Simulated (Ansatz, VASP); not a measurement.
TiNiS2 in VASP and in Ansatz

```
Ti Ni S
1.0
     3.32005    0.00000    0.00000
    -1.66003    2.87525    0.00000
     0.00000    0.00000    6.04066
Ti Ni S
1 1 2
Direct
  0.66667 0.33333 0.00000
  0.66667 0.33333 0.50000
  0.00000 0.00000 0.25168
  0.00000 0.00000 0.74832
```

Alike in both runs: functional PBE; k mesh 18 × 18 × 8; occupations gaussian, width 0.1 eV; no spin polarisation.

Ansatz relaxed the structure, and its values are those at the end. VASP's run is a single point on that final structure, the one shown.

```csv
,VASP,Ansatz
version,VASP 6.6.1,Ansatz 0.2.0
potentials or method,"VASP PAW PBE potentials, release 64 (Ti_sv, Ni, S), cutoff 520 eV","scalar-relativistic, plane waves, PAW"
valence electrons in the cell,34,42
```

|  | VASP | Ansatz | Ansatz less VASP |
| --- | --- | --- | --- |
| gap on the k mesh at the Fermi level (eV) | none | none | - |
| pressure (GPa) | 0.1 | 0.0 | -0.08 |

A gap of «none» marks a metal or a gap that the smearing closes. VASP's potentials hold 34 valence electrons a cell and Ansatz's 42, so a difference there can come from the potentials and not from the codes.
